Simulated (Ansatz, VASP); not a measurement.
# Two plane-wave programs on SnO2

```
Sn O
1.0
     3.27527    0.00000    0.00000
    -1.63764    2.83647    0.00000
     0.00000    0.00000   10.33022
Sn O
2 4
Direct
  0.00000 0.00000 0.50000
  0.00000 0.00000 0.00000
  0.66667 0.33333 0.40179
  0.66667 0.33333 0.09821
  0.33333 0.66667 0.59821
  0.33333 0.66667 0.90179
```

Alike in both runs: task single point; functional PBE; dispersion D3(BJ); k mesh 12 × 12 × 4; occupations gaussian, width 0.05 eV; no spin polarisation.

```csv
,VASP,Ansatz
version,VASP 6.6.1,Ansatz 0.2.0
potentials or method,"VASP PAW PBE potentials, release 64 (Sn_d, O), cutoff 520 eV","scalar-relativistic, plane waves, PAW"
valence electrons in the cell,52,52
```

Ansatz gave:

| Item | Value |
| --- | --- |
| gap on the k mesh at the Fermi level (eV) | 1.70 |
| least direct gap on the mesh (eV) | 2.02 |
| pressure (GPa) | -5.8 |
| traceless stress, the component that is largest in VASP (GPa) | 3.51 |
| rms of the force components (eV/Å) | 0.167 |

Question: What did VASP give for the same quantities?

Answer: gap on the k mesh at the Fermi level (eV): 1.68; least direct gap on the mesh (eV): 2.00; pressure (GPa): -5.3; traceless stress, the component that is largest in VASP (GPa): 3.18; rms of the force components (eV/Å): 0.144.

Atom by atom the forces differ by 0.023 eV/Å (rms over components).
